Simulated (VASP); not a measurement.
# TaN (Amm2) in VASP: single point with PBEsol

Aim: the single point of TaN with PBEsol.

Everything below comes from runs of VASP 6.6.1. Logs are shortened: lines on timing, memory, paths and dates and some standing lists are left out, and cuts for length are marked.

### Step 1. The cell of the first run

It takes space group Amm2 (No. 38, orthorhombic). The conventional cell has a = 2.896 Å, b = 8.970 Å, c = 5.179 Å, α = 90.00°, β = 90.00°, γ = 90.00°. Within 3.2 Å of Ta (site symmetry m) lie 6 N at 2.13 to 2.17 Å and 7 Ta at 2.90 to 3.17 Å. Ta (site symmetry mm2) has 3 N at 2.01 to 2.11 Å within 2.7 Å. N (site symmetry mm2) has 5 Ta at 2.11 to 2.17 Å and 6 N at 2.71 to 2.90 Å within 2.9 Å. N (site symmetry m) has 5 Ta at 2.01 to 2.17 Å and 6 N at 2.71 to 2.90 Å within 2.9 Å.

### Step 2. Single point, PBEsol (atoms displaced along a vibrational mode)

Contents of INCAR:

```
SYSTEM = TaN
ALGO     = Normal         ! electronic algorithm
EDIFF    = 1E-6           ! SCF threshold, eV
ENCUT    = 520            ! plane-wave cutoff, eV
GGA      = PS             ! functional
ISIF     = 2              ! what is computed and relaxed
ISMEAR   = 0              ! smearing method
LASPH    = .True.         ! aspherical terms in the spheres
LCHARG   = .False.        ! write CHGCAR
LREAL    = .False.        ! projectors in reciprocal space
LUSENCCL = .False.      
LWAVE    = .False.        ! write WAVECAR
NBANDS   = 33             ! bands
NELM     = 80             ! most SCF steps
PREC     = Accurate       ! precision mode
SIGMA    = 0.15           ! smearing width, eV
```

Contents of KPOINTS:

```
k-points
0
Gamma
  12 12 16
  0 0 0
```

Contents of POSCAR:

```
TaN
1.0
    5.1789208695      0.0000000000      0.0000000000
   -2.5894604347      4.4850770372      0.0000000000
    0.0000000000      0.0000000000      2.8959972730
Ta N
3 3
Direct
    0.3478204690      0.6721259153      0.5000000000
    0.6756945537      0.3278740847      0.5000000000
   -0.0231708503      0.0000000000      0.0000000000
    0.3835510927      0.0000000000      0.0000000000
    0.6051470079      0.5982912612      0.0000000000
    0.0068557467      0.4017087388      0.0000000000
```

Potentials or basis: VASP PAW PBE potentials, release 64 (Ta_pv, N).

On the command line:

```
$ cat potpaw_PBE.64/Ta_pv/POTCAR potpaw_PBE.64/N/POTCAR > POTCAR
$ mpirun -np 1 vasp_std > vasp.out
```

OUTCAR:

```text
SYSTEM = TaN
   EDIFF = 1E-6
   ENCUT = 520
   GGA = PS
   ISIF = 2
   ISMEAR = 0
   LASPH = .True.
   LREAL = .False.
   NELM = 80
   PREC = Accurate

 ion  position               nearest neighbor table
   1  0.348  0.672  0.500-   5 2.13   5 2.13   4 2.17   4 2.17   6 2.17   6 2.17   2 2.94   2 3.01
                             2 3.01   3 3.17   3 3.17   3 3.35   3 3.35   3 3.45   3 3.45
   2  0.676  0.328  0.500-   6 2.13   6 2.13   4 2.17   4 2.17   5 2.17   5 2.17   1 2.94   1 3.01
                             1 3.01   3 3.17   3 3.17   3 3.35   3 3.35   3 3.45   3 3.45
   3  0.977  0.000  0.000-   6 2.01   5 2.01   4 2.11   2 3.17   2 3.17   1 3.17   1 3.17   2 3.35
                             2 3.35   1 3.35   1 3.35   1 3.45   1 3.45   2 3.45   2 3.45
   4  0.384  0.000  0.000-   3 2.11   1 2.17   1 2.17   2 2.17   2 2.17
   5  0.605  0.598  0.000-   3 2.01   1 2.13   1 2.13   2 2.17   2 2.17
   6  0.007  0.402  0.000-   3 2.01   2 2.13   2 2.13   1 2.17   1 2.17

  LATTYP: Found a hexagonal cell.
 ALAT       =     5.1789208695
 C/A-ratio  =     0.5591893265

  Lattice vectors:

 A1 = (   5.1789208695,   0.0000000000,   0.0000000000)
 A2 = (  -2.5894604347,   4.4850770372,   0.0000000000)
 A3 = (   0.0000000000,   0.0000000000,   2.8959972730)

Analysis of symmetry for initial positions (statically):
=====================================================================
 Subroutine PRICEL returns:
 Original cell was already a primitive cell.

 Routine SETGRP: Setting up the symmetry group for a
 hexagonal supercell.

 Subroutine GETGRP returns: Found  4 space group operations
 (whereof  4 operations were pure point group operations)
 out of a pool of 24 trial point group operations.

The static configuration has the point symmetry C_2v.

Analysis of symmetry for dynamics (positions and initial velocities):
=====================================================================
 Subroutine PRICEL returns:
 Original cell was already a primitive cell.

 Routine SETGRP: Setting up the symmetry group for a
 hexagonal supercell.

 Subroutine GETGRP returns: Found  4 space group operations
 (whereof  4 operations were pure point group operations)
 out of a pool of 24 trial point group operations.

The dynamic configuration has the point symmetry C_2v.

 Subroutine INISYM returns: Found  4 space group operations
 (whereof  4 operations are pure point group operations),
 and found     1 'primitive' translations

----------------------------------------------------------------------------------------

                                     Primitive cell

  volume of cell :      67.2678

  direct lattice vectors                    reciprocal lattice vectors
     5.178920869  0.000000000  0.000000000     0.193090419  0.111480805 -0.000000000
    -2.589460435  4.485077037  0.000000000     0.000000000  0.222961611  0.000000000
     0.000000000  0.000000000  2.895997273     0.000000000 -0.000000000  0.345304193

  length of vectors
     5.178920869  5.178920869  2.895997273     0.222961611  0.222961611  0.345304193

  position of ions in fractional coordinates (direct lattice)
     0.347820469  0.672125915  0.500000000
     0.675694554  0.327874085  0.500000000
     0.976829150  0.000000000  0.000000000
     0.383551093  0.000000000  0.000000000
     0.605147008  0.598291261  0.000000000
     0.006855747  0.401708739  0.000000000

  ion indices of the primitive-cell ions
   primitive index   ion index
                 1           1
                 2           2
                 3           3
                 4           4
                 5           5
                 6           6

----------------------------------------------------------------------------------------

 KPOINTS: k-points

Automatic generation of k-mesh.
 Grid dimensions read from file:
 generate k-points for:   12   12   16

 Generating k-lattice:

  Cartesian coordinates                     Fractional coordinates (reciprocal lattice)
     0.016090868  0.009290067 -0.000000000     0.083333333  0.000000000  0.000000000
     0.000000000  0.018580134  0.000000000     0.000000000  0.083333333  0.000000000
     0.000000000 -0.000000000  0.021581512     0.000000000  0.000000000  0.062500000

  Length of vectors
     0.018580134  0.018580134  0.021581512

  Shift w.r.t. Gamma in fractional coordinates (k-lattice)
     0.000000000  0.000000000  0.000000000

 Subroutine IBZKPT returns following result:
 ===========================================

 Found    387 irreducible k-points:

 Following reciprocal coordinates:
            Coordinates               Weight
  0.000000  0.000000  0.000000      1.000000
  0.083333  0.000000  0.000000      4.000000
  0.000000  0.083333  0.000000      2.000000
  0.166667  0.000000  0.000000      4.000000
  0.000000  0.166667  0.000000      2.000000
  0.250000  0.000000  0.000000      4.000000
[... 16 lines left out ...]
 -0.083333  0.416667  0.000000      4.000000
 -0.416667  0.333333  0.000000      4.000000
 [... further k-points ...]
   k-points           NKPTS =    387   k-points in BZ     NKDIM =    387   number of bands    NBANDS=     33
   number of dos      NEDOS =    301   number of ions     NIONS =      6
   total plane-waves  NPLWV =  38400
   dimension x,y,z NGX =    40 NGY =   40 NGZ =   24
   dimension x,y,z NGXF=    80 NGYF=   80 NGZF=   48
   ions per type =               3   3
   NGX,Y,Z   is equivalent  to a cutoff of  12.84, 12.84, 13.78 a.u.
   NGXF,Y,Z  is equivalent  to a cutoff of  25.68, 25.68, 27.55 a.u.
 SYSTEM =  TaN
   PREC   = accura    normal or accurate (medium, high low for compatibility)
   ISTART =      0    job   : 0-new  1-cont  2-samecut
   ICHARG =      2    charge: 1-file 2-atom 10-const
   ISPIN  =      1    spin polarized calculation?
   LNONCOLLINEAR =      F non collinear calculations
   LSORBIT =      F    spin-orbit coupling
   LASPH  =      T    aspherical Exc in radial PAW
   ENCUT  =  520.0 eV  38.22 Ry    6.18 a.u.   9.63  9.63  5.38*2*pi/ulx,y,z
   NELM   =     80;   NELMIN=  2; NELMDL= -5     # of ELM steps
   EDIFF  = 0.1E-05   stopping-criterion for ELM
   LREAL  =      F    real-space projection
   EDIFFG = 0.1E-04   stopping-criterion for IOM
   NSW    =      0    number of steps for IOM
   IBRION =     -1    ionic relax: 0-MD 1-quasi-New 2-CG
   NFREE  =      0    steps in history (QN), initial steepest desc. (CG)
   ISIF   =      2    stress and relaxation
   ISYM   =      2    0-nonsym 1-usesym 2-fastsym
   POTIM  = 0.5000    time-step for ionic-motion
   TEBEG  =    0.0;   TEEND  =   0.0 temperature during run
   PSTRESS=    0.0 pullay stress
   NELECT =      48.0000    total number of electrons
   NUPDOWN=      -1.0000    fix difference up-down
   EMIN   =  10.00;   EMAX   =-10.00  energy-range for DOS
   EFERMI =   0.00;   METHOD = LEGACY
   ISMEAR =     0;   SIGMA  =   0.15  broadening in eV -4-tet -1-fermi 0-gaus
   EFERMI_NEDOS =   21; number of points for ismear=-14 and -15
   IALGO  =     38    algorithm
   IMIX   =      4    mixing-type and parameters
     AMIX     =   0.40;   BMIX     =  1.00
     AMIX_MAG =   1.60;   BMIX_MAG =  1.00
  volume/ion in A,a.u.               =      11.21        75.66
  Fermi-wavevector in a.u.,A,eV,Ry     =   1.462916  2.764511 29.118154  2.140124
  Thomas-Fermi vector in A             =   2.579073
   LORBIT       =      0    0 simple, 1 ext, 2 COOP (PROOUT), +10 PAW based schemes
   GGA     = PS    functional components
   LHFCALC =     F    Hartree Fock is set to
   AEXX    =    0.0000 exact exchange contribution
   IVDW    =     0    specifies the selected vdW correction
   LEPSILON=     F    determine dielectric tensor
   LRPA    =     F    only Hartree local field effects (RPA)
 non-spin polarized calculation
 Gauss-broadening in eV      SIGMA  =   0.15
  energy-cutoff  :      520.00
  volume of cell :       67.27
 maximum number of plane-waves:      1840
   NGX = 19   NGY = 19   NGZ = 11

 number of electron      47.9999998 magnetization

 Free energy of the ion-electron system (eV)
  ---------------------------------------------------
  ext. energy  EPLUGINS =         0.00000000
  ---------------------------------------------------
  free energy    TOTEN  =       -71.17536784 eV

  energy without entropy =      -71.16938063  energy(sigma->0) =      -71.17237423

 E-fermi :   8.3131     XC(G=0): -13.2205

 val. band max:        8.3051770117   @ k =  -0.0833   0.3333   0.4375
 cond. band min:       8.3456940947   @ k =   0.0833   0.0833   0.0000
 fundamental gap:      0.0405170830
 Fermi energy:         8.3130764110

 k-point     1 :       0.0000    0.0000    0.0000
  band No.  band energies     occupation
      1     -27.9039      2.00000
      2     -27.8682      2.00000
      3     -27.5674      2.00000
      4     -27.4671      2.00000
      5     -27.3263      2.00000
      6     -27.2125      2.00000
[... 25 lines left out ...]
     32      11.5614      0.00000
     33      11.5752      0.00000

 k-point     2 :       0.0833    0.0000    0.0000
  band No.  band energies     occupation
      1     -27.9051      2.00000
      2     -27.8726      2.00000
      3     -27.5593      2.00000
      4     -27.4597      2.00000
      5     -27.3245      2.00000
      6     -27.2141      2.00000
[... 25 lines left out ...]
     32      11.5401      0.00000
     33      11.6265      0.00000

 k-point     3 :       0.0000    0.0833    0.0000
  band No.  band energies     occupation
      1     -27.9124      2.00000
      2     -27.8642      2.00000
      3     -27.5592      2.00000
      4     -27.4595      2.00000
      5     -27.3244      2.00000
      6     -27.2142      2.00000
[... 25 lines left out ...]
     32      11.5426      0.00000
     33      11.6186      0.00000

 k-point     4 :       0.1667    0.0000    0.0000
  band No.  band energies     occupation
      1     -27.9117      2.00000
      2     -27.8768      2.00000
      3     -27.5418      2.00000
      4     -27.4412      2.00000
      5     -27.3193      2.00000
      6     -27.2188      2.00000
[... 673 lines left out ...]
     32      11.8214      0.00000
     33      12.1916      0.00000

 k-point    23 :      -0.0833    0.4167    0.0000
  band No.  band energies     occupation
      1     -27.9657      2.00000
      2     -27.7961      2.00000
      3     -27.5165      2.00000
      4     -27.4406      2.00000
      5     -27.2928      2.00000
      6     -27.2437      2.00000
[... 25 lines left out ...]
     32      12.1500      0.00000
     33      12.3873      0.00000

 k-point    24 :      -0.4167    0.3333    0.0000
  band No.  band energies     occupation
      1     -27.9462      2.00000
      2     -27.8199      2.00000
      3     -27.5745      2.00000
      4     -27.3825      2.00000
      5     -27.2960      2.00000
      6     -27.2405      2.00000
[... 25 lines left out ...]
     32      12.2048      0.00000
     33      12.3553      0.00000

 [... further k-points ...]
[... 5 lines left out ...]
  --------------------------------------------------------------------------------------
  -------------------------------------------------------------------------------------
  Total        0.2966158      1.7181056      0.6272742      0.0000000      0.0000000      0.0000000
  in kB        7.0647625     40.9216468     14.9403479      0.0000000      0.0000000      0.0000000
  external PRESSURE =      20.9755857 kB  Pullay stress =       0.0000000 kB

 VOLUME and BASIS-vectors are now :
 -----------------------------------------------------------------------------
  energy-cutoff  :      520.00
  volume of cell :       67.27
      direct lattice vectors                 reciprocal lattice vectors
     5.178920869  0.000000000  0.000000000     0.193090419  0.111480805 -0.000000000
    -2.589460435  4.485077037  0.000000000     0.000000000  0.222961611  0.000000000
     0.000000000  0.000000000  2.895997273     0.000000000 -0.000000000  0.345304193

 POSITION                                       TOTAL-FORCE (eV/Angst)
 -----------------------------------------------------------------------------------
      0.06089      3.01454      1.44800        -1.476916     -0.677880      0.000000
      2.65035      1.47054      1.44800        -1.476916      0.677880      0.000000
      5.05892      0.00000      0.00000         2.813354      0.000000      0.000000
      1.98638      0.00000      0.00000         0.226055      0.000000      0.000000
      1.58476      2.68338      0.00000        -0.042789      0.005915      0.000000
     -1.00470      1.80169      0.00000        -0.042789     -0.005915      0.000000
 -----------------------------------------------------------------------------------
    total drift:                                0.000246      0.000001     -0.000000

  FREE ENERGIE OF THE ION-ELECTRON SYSTEM (eV)
  ---------------------------------------------------
  free  energy   TOTEN  =       -71.1753678372 eV

  energy  without entropy=      -71.1693806284  energy(sigma->0) =      -71.17237423
```

Run time: 5.3 min. Hardware: 1 × NVIDIA H100 80GB with 1 thread of AMD EPYC 7R13 (Zen 3), shared host; peak memory 1.8 GiB.

What came out:

| Item | Value |
| --- | --- |
| Free energy | -71.1754 eV |
| Pressure | 2.1 GPa |
| Largest force | 2.813 eV/Å |
| Band gap on the k mesh | zero (bands 24 and 25 overlap by 2.63 eV) |

Forces in eV/Å, atoms in the order of the input:
```
Ta  -1.477 -0.678  0.000
Ta  -1.477  0.678  0.000
Ta   2.813  0.000  0.000
N    0.226  0.000  0.000
N   -0.043  0.006  0.000
N   -0.043 -0.006  0.000
```

Caveat: the cell differs from its parent crystal (atoms displaced along a vibrational mode); the PAW data sets were made with another functional, which shifts forces and pressure a little; spin-orbit coupling is left out, which moves the levels of the heavy elements.

The gap in the log of VASP goes by the Fermi energy; the results here count the filled bands.